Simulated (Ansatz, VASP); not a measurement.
# BH3 in VASP and in Ansatz

```
CELL_PARAMETERS angstrom
15.00000 0.00000 0.00000
0.00000 15.50000 0.00000
0.00000 0.00000 16.00000
ATOMIC_POSITIONS crystal
B 0.50148 0.49890 0.49108
H 0.57602 0.50081 0.50178
H 0.46258 0.56419 0.50506
H 0.45992 0.43610 0.50208
```

Alike in both runs: task relaxation of the atoms; functional PBE; dispersion D3(BJ); k mesh 1 × 1 × 1; occupations gaussian, width 0.005 eV; no spin polarisation.

```csv
,VASP,Ansatz
version,VASP 6.6.1,Ansatz 0.2.0
potentials or method,"VASP PAW PBE potentials, release 64 (B, H), cutoff 520 eV","scalar-relativistic, plane waves, PAW"
valence electrons in the cell,6,6
```

Ansatz gave:

| Item | Value |
| --- | --- |
| gap on the k mesh at the Fermi level, each at its own relaxed structure (eV) | 5.40 |

Problem. What did VASP give for the same quantities?

Solution. gap on the k mesh at the Fermi level, each at its own relaxed structure (eV): 5.41.
